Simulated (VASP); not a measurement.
Mg, 2 atoms in the cell. The structure is hexagonal, space group P6_3/mmc (No. 194). The conventional cell has a = 3.137 Å, b = 3.137 Å, c = 5.079 Å, α = 90.00°, β = 90.00°, γ = 120.00°. Mg (site symmetry -6m2) has 12 Mg at 3.12 to 3.14 Å within 4.1 Å. 

- Program: VASP 6.6.1
- Task: single point
- Functional: LDA
- Potentials or basis: VASP PAW LDA potentials, release 64 (Mg)
- Cutoff: 520 eV
- k mesh: 13 × 13 × 7
- Occupations: fermi-dirac, width 0.1 eV
- Spin: no spin polarisation
- Dipole correction: no
- Further INCAR settings: ALGO = Normal; EDIFF = 1e-07; NBANDS = 9

Potentials or basis: VASP PAW LDA potentials, release 64 (Mg).

Command:

```console
$ cat potpaw_LDA.64/Mg/POTCAR > POTCAR
$ mpirun -np 1 vasp_std > vasp.out
```

Hardware: 1 thread of Intel Xeon 8259CL, with other jobs on the host.

How long does it take, and how much memory?

Run time: 28 s on 1 thread of Intel Xeon 8259CL (shared host), peak memory 0.16 GiB. Counts: scf iterations 10, k points 84.
